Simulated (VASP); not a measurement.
Here is a VASP 6.6.1 calculation.

Contents of INCAR:

```
PREC     = Accurate       # precision mode
ENCUT    = 500            # plane-wave cutoff, eV
EDIFF    = 1E-6           # SCF threshold, eV
ISMEAR   = -1             # smearing method
SIGMA    = 0.08           # smearing width, eV
LREAL    = False          # projectors in reciprocal space
LASPH    = True           # aspherical terms in the spheres
NELM     = 120            # most SCF steps
ALGO     = Normal         # electronic algorithm
ISIF     = 2              # what is computed and relaxed
LWAVE    = False          # write WAVECAR
LCHARG   = False          # write CHGCAR
GGA      = CA             # functional
NBANDS   = 16             # bands
GGA_COMPAT= False
```

KPOINTS

```
regular mesh
0
Gamma
  16 16 16
```

POSCAR

```
ZnS
1.0
    0.0000000000      2.1399997267      2.1399997267
    2.1399997267      0.0000000000      2.1399997267
    2.1399997267      2.1399997267      0.0000000000
Zn S
1 1
Direct
    0.0000000000      0.0000000000      0.0000000000
    0.5000000000      0.5000000000      0.5000000000
```

Potentials or basis: VASP PAW LDA potentials, release 64 (Zn, S).

The run is started by

```console
$ cat potpaw_LDA.64/Zn/POTCAR potpaw_LDA.64/S/POTCAR > POTCAR
$ mpirun -np 1 vasp_std > vasp.out
```

What does it give for the band gap on the k mesh?

Zero (band 9 reaches 11.27 eV, above the bottom of band 10 at 10.51 eV).

Predict the pressure.

131.7 GPa.
